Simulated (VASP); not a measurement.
Input of a VASP 6.6.1 run:

The input POSCAR:

```
Au
1.0
    2.1034336437      2.1034336437      0.0000000000
   -2.1034336437      2.1034336437      0.0000000000
    0.0000000000      0.0000000000      4.2068672873
Au
2
Direct
    0.0000000000      0.0000000000      0.0000000000
    0.5000000000      0.5000000000      0.5000000000
```

Contents of INCAR.step1:

```
SYSTEM = Au
PREC = Accurate
ENCUT = 520
ISMEAR = 0
SIGMA = 0.1
LREAL = .False.
LASPH = .True.
NELM = 60
NBANDS = 18
GGA = PE
ALGO = Normal
EDIFF = 1E-4
LWAVE = .True.
LCHARG = .False.
```

Contents of INCAR.step2:

```
SYSTEM = Au
PREC = Accurate
ENCUT = 520
EDIFF = 1E-6
ISMEAR = 0
SIGMA = 0.1
LREAL = .False.
LASPH = .True.
NELM = 60
ALGO = Normal
ISIF = 2
LWAVE = .False.
LCHARG = .False.
METAGGA = R2SCAN
LMIXTAU = .True.
NBANDS = 18
ISTART = 1
```

Contents of KPOINTS:

```
Automatic mesh
0
Gamma
  18 18 12
  0 0 0
```

Potentials or basis: VASP PAW PBE potentials, release 64 (Au).

Launch:

```sh
$ cat potpaw_PBE.64/Au/POTCAR > POTCAR
$ cp INCAR.step1 INCAR
$ mpirun -np 1 vasp_std > vasp.out
$ cp INCAR.step2 INCAR
$ mpirun -np 1 vasp_std > vasp.out
```

Task: Predict the pressure.

Result: -7.5 GPa.

Task: Estimate the band gap on the k mesh.

Result: Zero (band 11 reaches 12.43 eV, above the bottom of band 12 at 5.24 eV).

Caveat: the cell differs from its parent crystal (equal strain along all axes, cell held: +2.0 %); the PAW data sets were made with another functional, which shifts forces and pressure a little; spin-orbit coupling is left out, which moves the levels of the heavy elements.
